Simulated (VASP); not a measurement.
# TiO2 (P4_2/mnm) in VASP: a series of runs, part 2 of 3

VASP 6.6.1. The steps go on from the part before.

**3. Single point, r2SCAN+U (strain -0.040 along x and y, -0.040 along z)**

Input file POSCAR:

```
TiO2
1.0
    4.4134690102      0.0000000000      0.0000000000
    0.0000000000      4.4134690102      0.0000000000
    0.0000000000      0.0000000000      2.8731688202
Ti O
2 4
Direct
    0.0000000000      0.0000000000      0.0000000000
    0.5000000000      0.5000000000      0.5000000000
    0.3051400959      0.3051400959      0.0000000000
    0.1948599041      0.8051400959      0.5000000000
    0.6948599041      0.6948599041      0.0000000000
    0.8051400959      0.1948599041      0.5000000000
```

Input file INCAR.step1:

```
  ALGO = Normal
  EDIFF = 1E-4
  ENCUT = 520
  GGA = PE
  ISMEAR = 0
  LASPH = True
  LCHARG = False
  LDAU = True
  LDAUJ = 0 0
  LDAUL = 2 -1
  LDAUTYPE = 2
  LDAUU = 4 0
  LMAXMIX = 4
  LREAL = False
  LWAVE = True
  NBANDS = 33
  NELM = 150
  PREC = Accurate
  SIGMA = 0.05
```

Input file INCAR.step2:

```
  ALGO = Normal
  EDIFF = 1E-7
  ENCUT = 520
  ISIF = 2
  ISMEAR = 0
  ISTART = 1
  LASPH = True
  LCHARG = False
  LDAU = True
  LDAUJ = 0 0
  LDAUL = 2 -1
  LDAUPRINT = 1
  LDAUTYPE = 2
  LDAUU = 4 0
  LMAXMIX = 4
  LMIXTAU = True
  LREAL = False
  LWAVE = False
  METAGGA = R2SCAN
  NBANDS = 33
  NELM = 150
  PREC = Accurate
  SIGMA = 0.05
```

Input file KPOINTS:

```
k-points
0
Gamma
  6 6 8
```

Potentials or basis: VASP PAW PBE potentials, release 64 (Ti_sv, O).

Launch:

```bash
cat potpaw_PBE.64/Ti_sv/POTCAR potpaw_PBE.64/O/POTCAR > POTCAR
cp INCAR.step1 INCAR
mpirun -np 1 vasp_std > vasp.out
cp INCAR.step2 INCAR
mpirun -np 1 vasp_std > vasp.out
```

It took 5 min on 1 thread of Intel Xeon 8259CL, shared host; peak memory 0.22 GiB.

It converged, with:

* Free energy: -63.6355 eV
* Pressure: 46.3 GPa
* Largest force: 0.822 eV/Å
* Band gap on the k mesh: 3.14 eV

Forces in eV/Å, atoms in the order of the input:
```
Ti   0.000  0.000  0.000
Ti   0.000  0.000  0.000
O   -0.581 -0.581  0.000
O    0.581 -0.581  0.000
O    0.581  0.581  0.000
O   -0.581  0.581  0.000
```

Stress tensor (GPa, compression positive):
```
42.40  0.00  0.00
 0.00 42.40  0.00
 0.00  0.00 54.01
```

Levels at points of the mesh, in eV from the valence-band top:
| k point | band 20 | band 21 | band 22 | band 23 | band 24 | band 25 | band 26 | band 27 | band 28 | band 29 |
| --- | --- | --- | --- | --- | --- | --- | --- | --- | --- | --- |
| (0.00, 0.00, 0.00) | -2.37 | -0.87 | -0.55 | -0.55 | 0.00 | 3.14 | 3.49 | 3.84 | 3.90 | 3.90 |
| (0.50, 0.00, 0.00) | -3.40 | -1.90 | -1.90 | -0.92 | -0.92 | 3.94 | 3.94 | 4.58 | 4.58 | 5.12 |
| (0.50, 0.50, 0.00) | -2.40 | -1.57 | -1.57 | -1.19 | -1.19 | 3.18 | 3.18 | 3.93 | 3.93 | 5.40 |
| (0.00, 0.00, 0.50) | -3.00 | -2.84 | -2.84 | -1.60 | -1.60 | 4.45 | 4.45 | 4.71 | 4.71 | 5.20 |
| (0.50, 0.00, 0.50) | -2.75 | -2.26 | -2.26 | -1.31 | -1.31 | 3.21 | 3.21 | 4.79 | 4.79 | 5.48 |
| (0.50, 0.50, 0.50) | -2.98 | -1.50 | -1.50 | -0.76 | -0.76 | 3.97 | 3.97 | 4.69 | 4.69 | 4.82 |

Eigenvalues of the final occupation matrices:
```tsv
site	spin	trace	eigenvalues
site 1 d	1	0.84	0.09 0.10 0.10 0.27 0.29
site 1 d	2	0.84	0.09 0.10 0.10 0.27 0.29
site 2 d	1	0.84	0.09 0.10 0.10 0.27 0.29
site 2 d	2	0.84	0.09 0.10 0.10 0.27 0.29
```

Caveat: the cell differs from its parent crystal (strain -0.040 along x and y, -0.040 along z); the stress differs along the axes, from 42 to 54 GPa; the PAW data sets were made with another functional, which shifts forces and pressure a little.

**4. Single point, r2SCAN+U (strain -0.080 along x and y, +0.080 along z)**

POSCAR: that of step 3 with these lines changed.

```diff
@@ -2,5 +2,5 @@
 1.0
-    4.4134690102      0.0000000000      0.0000000000
-    0.0000000000      4.4134690102      0.0000000000
-    0.0000000000      0.0000000000      2.8731688202
+    4.2295744681      0.0000000000      0.0000000000
+    0.0000000000      4.2295744681      0.0000000000
+    0.0000000000      0.0000000000      3.2323149227
 Ti O
```

Input file INCAR.step1:

```
  PREC = Accurate
  ENCUT = 520
  ISMEAR = 0
  SIGMA = 0.05
  LREAL = False
  LASPH = True
  NELM = 150
  LMAXMIX = 4
  LDAU = True
  LDAUTYPE = 2
  LDAUL = 2 -1
  LDAUU = 4 0
  LDAUJ = 0 0
  NBANDS = 33
  GGA = PE
  ALGO = Normal
  EDIFF = 1E-4
  LWAVE = True
  LCHARG = False
```

Input file INCAR.step2:

```
  PREC = Accurate
  ENCUT = 520
  EDIFF = 1E-6
  ISMEAR = 0
  SIGMA = 0.05
  LREAL = False
  LASPH = True
  NELM = 150
  ALGO = Normal
  ISIF = 2
  LWAVE = False
  LCHARG = False
  LMAXMIX = 4
  LDAU = True
  LDAUTYPE = 2
  LDAUL = 2 -1
  LDAUU = 4 0
  LDAUJ = 0 0
  LDAUPRINT = 1
  METAGGA = R2SCAN
  LMIXTAU = True
  NBANDS = 33
  ISTART = 1
```

Input file KPOINTS:

```
regular mesh
0
Gamma
  6 6 8
```

Potentials or basis: VASP PAW PBE potentials, release 64 (Ti_sv, O).

Launch:

```bash
cat potpaw_PBE.64/Ti_sv/POTCAR potpaw_PBE.64/O/POTCAR > POTCAR
cp INCAR.step1 INCAR
mpirun -np 1 vasp_std > vasp.out
cp INCAR.step2 INCAR
mpirun -np 1 vasp_std > vasp.out
```

OUTCAR:

```text
PREC = Accurate
   ENCUT = 520
   EDIFF = 1E-6
   ISMEAR = 0
   LREAL = False
   LASPH = True
   NELM = 150
   ISIF = 2
   METAGGA = R2SCAN
   ISTART = 1

 ion  position               nearest neighbor table
   1  0.000  0.000  0.000-   3 1.83   5 1.83   4 1.99   6 1.99   4 1.99   6 1.99
   2  0.500  0.500  0.500-   4 1.83   6 1.83   5 1.99   3 1.99   3 1.99   5 1.99
   3  0.305  0.305  0.000-   1 1.83   2 1.99   2 1.99
   4  0.195  0.805  0.500-   2 1.83   1 1.99   1 1.99
   5  0.695  0.695  0.000-   1 1.83   2 1.99   2 1.99
   6  0.805  0.195  0.500-   2 1.83   1 1.99   1 1.99

  LATTYP: Found a simple tetragonal cell.
 ALAT       =     4.2295744681
 C/A-ratio  =     0.7642175228

  Lattice vectors:

 A1 = (   4.2295744681,   0.0000000000,   0.0000000000)
 A2 = (   0.0000000000,   4.2295744681,   0.0000000000)
 A3 = (   0.0000000000,   0.0000000000,   3.2323149227)

Analysis of symmetry for initial positions (statically):
=====================================================================
 Subroutine PRICEL returns:
 Original cell was already a primitive cell.

 Routine SETGRP: Setting up the symmetry group for a
 simple tetragonal supercell.

 Subroutine GETGRP returns: Found 16 space group operations
 (whereof  8 operations were pure point group operations)
 out of a pool of 16 trial point group operations.

The static configuration has the point symmetry D_2h.
 The point group associated with its full space group is D_4h.

Analysis of symmetry for dynamics (positions and initial velocities):
=====================================================================
 Subroutine PRICEL returns:
 Original cell was already a primitive cell.

 Routine SETGRP: Setting up the symmetry group for a
 simple tetragonal supercell.

 Subroutine GETGRP returns: Found 16 space group operations
 (whereof  8 operations were pure point group operations)
 out of a pool of 16 trial point group operations.

The dynamic configuration has the point symmetry D_2h.
 The point group associated with its full space group is D_4h.

 Subroutine INISYM returns: Found 16 space group operations
 (whereof  8 operations are pure point group operations),
 and found     1 'primitive' translations

----------------------------------------------------------------------------------------

                                     Primitive cell

[... 166 lines left out ...]
  o =  0.0918  v =  0.0000  0.0000  0.0000  0.0000  0.0000 -0.0000 -0.7071 -0.0000 -0.7071 -0.0000      0.0000  0.0000  0.0000  0.0000  0.0000  0.0000  0.0000  0.0000  0.0000  0.0000
  o =  0.1168  v =  0.0000  0.0000  0.0000  0.0000  0.0000 -0.0000  0.0000 -0.0000 -0.0000 -1.0000      0.0000  0.0000  0.0000  0.0000  0.0000  0.0000  0.0000  0.0000  0.0000  0.0000
  o =  0.1168  v = -0.0000  0.0000 -0.0000 -0.0000 -1.0000  0.0000  0.0000  0.0000  0.0000  0.0000      0.0000  0.0000  0.0000  0.0000  0.0000  0.0000  0.0000  0.0000  0.0000  0.0000
  o =  0.2304  v =  0.0000  0.0000  0.0000  0.0000  0.0000 -0.0000 -0.7071 -0.0000  0.7071 -0.0000      0.0000  0.0000  0.0000  0.0000  0.0000  0.0000  0.0000  0.0000  0.0000  0.0000
  o =  0.2304  v = -0.0000 -0.7071 -0.0000  0.7071 -0.0000  0.0000  0.0000  0.0000  0.0000  0.0000      0.0000  0.0000  0.0000  0.0000  0.0000  0.0000  0.0000  0.0000  0.0000  0.0000
  o =  0.3096  v = -0.8150  0.0000  0.5794 -0.0000  0.0000  0.0000  0.0000  0.0000  0.0000  0.0000      0.0000  0.0000  0.0000  0.0000  0.0000  0.0000  0.0000  0.0000  0.0000  0.0000
  o =  0.3096  v =  0.0000  0.0000  0.0000  0.0000  0.0000 -0.8150  0.0000  0.5794 -0.0000  0.0000      0.0000  0.0000  0.0000  0.0000  0.0000  0.0000  0.0000  0.0000  0.0000  0.0000

atom =   2  type =  1  l = 2

 onsite density matrix

spin component  1

  0.2241  0.0000  0.1203  0.0000  0.0000
  0.0000  0.1611  0.0000  0.0693  0.0000
  0.1203  0.0000  0.1404  0.0000 -0.0000
  0.0000  0.0693  0.0000  0.1611  0.0000
  0.0000  0.0000 -0.0000  0.0000  0.1168

spin component  2

  0.2241  0.0000  0.1203  0.0000  0.0000
  0.0000  0.1611  0.0000  0.0693  0.0000
  0.1203  0.0000  0.1404  0.0000 -0.0000
  0.0000  0.0693  0.0000  0.1611  0.0000
  0.0000  0.0000 -0.0000  0.0000  0.1168

 occupancies and eigenvectors

  o =  0.0549  v = -0.5794 -0.0000  0.8150  0.0000  0.0000  0.0000  0.0000  0.0000  0.0000  0.0000      0.0000  0.0000  0.0000  0.0000  0.0000  0.0000  0.0000  0.0000  0.0000  0.0000
  o =  0.0549  v =  0.0000  0.0000  0.0000  0.0000  0.0000 -0.5794 -0.0000  0.8150  0.0000  0.0000      0.0000  0.0000  0.0000  0.0000  0.0000  0.0000  0.0000  0.0000  0.0000  0.0000
  o =  0.0918  v =  0.0000  0.7071  0.0000 -0.7071  0.0000  0.0000  0.0000  0.0000  0.0000  0.0000      0.0000  0.0000  0.0000  0.0000  0.0000  0.0000  0.0000  0.0000  0.0000  0.0000
  o =  0.0918  v =  0.0000  0.0000  0.0000  0.0000  0.0000  0.0000  0.7071  0.0000 -0.7071  0.0000      0.0000  0.0000  0.0000  0.0000  0.0000  0.0000  0.0000  0.0000  0.0000  0.0000
  o =  0.1168  v = -0.0000  0.0000  0.0000  0.0000 -1.0000  0.0000  0.0000  0.0000  0.0000  0.0000      0.0000  0.0000  0.0000  0.0000  0.0000  0.0000  0.0000  0.0000  0.0000  0.0000
  o =  0.1168  v =  0.0000  0.0000  0.0000  0.0000  0.0000 -0.0000  0.0000  0.0000  0.0000 -1.0000      0.0000  0.0000  0.0000  0.0000  0.0000  0.0000  0.0000  0.0000  0.0000  0.0000
  o =  0.2304  v =  0.0000  0.0000  0.0000  0.0000  0.0000  0.0000  0.7071  0.0000  0.7071  0.0000      0.0000  0.0000  0.0000  0.0000  0.0000  0.0000  0.0000  0.0000  0.0000  0.0000
  o =  0.2304  v =  0.0000  0.7071  0.0000  0.7071  0.0000  0.0000  0.0000  0.0000  0.0000  0.0000      0.0000  0.0000  0.0000  0.0000  0.0000  0.0000  0.0000  0.0000  0.0000  0.0000
  o =  0.3096  v = -0.8150 -0.0000 -0.5794  0.0000  0.0000  0.0000  0.0000  0.0000  0.0000  0.0000      0.0000  0.0000  0.0000  0.0000  0.0000  0.0000  0.0000  0.0000  0.0000  0.0000
  o =  0.3096  v =  0.0000  0.0000  0.0000  0.0000  0.0000 -0.8150 -0.0000 -0.5794  0.0000  0.0000      0.0000  0.0000  0.0000  0.0000  0.0000  0.0000  0.0000  0.0000  0.0000  0.0000

 number of electron      47.9999986 magnetization

 Free energy of the ion-electron system (eV)
  ---------------------------------------------------
  ext. energy  EPLUGINS =         0.00000000
  ---------------------------------------------------
  free energy    TOTEN  =       -63.37236108 eV

  energy without entropy =      -63.37236108  energy(sigma->0) =      -63.37236108

 E-fermi :   5.9581     XC(G=0): -12.6511

 val. band max:        5.6779094641   @ k =   0.0000   0.0000   0.0000
 cond. band min:       8.8258140866   @ k =   0.0000   0.0000   0.0000
 fundamental gap:      3.1479046225
 Fermi energy:         5.9581107718

 k-point     1 :       0.0000    0.0000    0.0000
  band No.  band energies     occupation
      1     -54.0875      2.00000
      2     -54.0548      2.00000
      3     -29.4100      2.00000
      4     -29.4100      2.00000
      5     -29.1809      2.00000
      6     -29.1809      2.00000
[... 853 lines left out ...]
     32      11.4588      0.00000
     33      13.5997      0.00000

 [... further k-points ...]

------------------------ aborting loop because EDIFF is reached ----------------------------------------

  FORCE on cell =-STRESS in cart. coord.  units (eV):
  Direction    XX          YY          ZZ          XY          YZ          ZX
  --------------------------------------------------------------------------------------
  -------------------------------------------------------------------------------------
  Total       15.7299222     15.7299222     -0.0658656      0.0000000      0.0000000      0.0000000
  in kB      435.8430635    435.8430635     -1.8249984      0.0000000      0.0000000      0.0000000
  external PRESSURE =     289.9537095 kB  Pullay stress =       0.0000000 kB

 VOLUME and BASIS-vectors are now :
 -----------------------------------------------------------------------------
  energy-cutoff  :      520.00
  volume of cell :       57.82
      direct lattice vectors                 reciprocal lattice vectors
     4.229574468  0.000000000  0.000000000     0.236430404  0.000000000  0.000000000
     0.000000000  4.229574468  0.000000000     0.000000000  0.236430404  0.000000000
     0.000000000  0.000000000  3.232314923     0.000000000  0.000000000  0.309375795

 POSITION                                       TOTAL-FORCE (eV/Angst)
 -----------------------------------------------------------------------------------
      0.00000      0.00000      0.00000         0.000000      0.000000      0.000000
      2.11479      2.11479      1.61616         0.000000      0.000000      0.000000
      1.29061      1.29061      0.00000         0.565538      0.565538      0.000000
      0.82417      3.40540      1.61616        -0.565538      0.565538      0.000000
      2.93896      2.93896      0.00000        -0.565538     -0.565538     -0.000000
      3.40540      0.82417      1.61616         0.565538     -0.565538      0.000000
 -----------------------------------------------------------------------------------
    total drift:                                0.000000      0.000000     -0.000000

  FREE ENERGIE OF THE ION-ELECTRON SYSTEM (eV)
  ---------------------------------------------------
  free  energy   TOTEN  =       -63.3723610792 eV

  energy  without entropy=      -63.3723610792  energy(sigma->0) =      -63.37236108
```

It took 3.8 min on 1 thread of Intel Xeon 8259CL, shared host; peak memory 0.22 GiB.

What came out:

```yaml
Free_energy: -63.3724 eV
Pressure: 29.0 GPa
Largest_force: 0.800 eV/Å
Band_gap_on_the_k_mesh: 3.15 eV
```

Forces in eV/Å, atoms in the order of the input:
```
Ti   0.000  0.000  0.000
Ti   0.000  0.000  0.000
O    0.566  0.566  0.000
O   -0.566  0.566  0.000
O   -0.566 -0.566  0.000
O    0.566 -0.566  0.000
```

Stress tensor (GPa, compression positive):
```
43.58  0.00  0.00
 0.00 43.58  0.00
 0.00  0.00 -0.18
```

Levels at points of the mesh, in eV from the valence-band top:
```
           k point  band 20  band 21  band 22  band 23  band 24  band 25  band 26  band 27  band 28  band 29
(0.00, 0.00, 0.00)    -2.13    -0.94    -0.12     0.00     0.00     3.15     3.62     3.62     3.76     3.83
(0.50, 0.00, 0.00)    -2.92    -2.40    -2.40    -0.71    -0.71     3.94     3.94     4.54     4.54     4.78
(0.50, 0.50, 0.00)    -1.96    -1.69    -1.69    -0.47    -0.47     3.39     3.39     3.69     3.69     4.92
(0.00, 0.00, 0.50)    -3.01    -1.62    -1.62    -1.12    -1.12     3.72     3.72     4.73     4.73     5.31
(0.50, 0.00, 0.50)    -2.58    -1.93    -1.93    -0.95    -0.95     3.28     3.28     4.06     4.06     5.15
(0.50, 0.50, 0.50)    -1.55    -1.23    -1.23    -0.43    -0.43     3.89     3.89     4.09     4.09     4.85
```

Eigenvalues of the final occupation matrices:
| site | spin | trace | eigenvalues |
| --- | --- | --- | --- |
| site 1 d | 1 | 0.80 | 0.05 0.09 0.12 0.23 0.31 |
| site 1 d | 2 | 0.80 | 0.05 0.09 0.12 0.23 0.31 |
| site 2 d | 1 | 0.80 | 0.05 0.09 0.12 0.23 0.31 |
| site 2 d | 2 | 0.80 | 0.05 0.09 0.12 0.23 0.31 |

Caveat: the cell differs from its parent crystal (strain -0.080 along x and y, +0.080 along z); the stress differs along the axes, from -0 to 44 GPa; the PAW data sets were made with another functional, which shifts forces and pressure a little. A k mesh can miss the band edges.

[end of part 2 of 3]
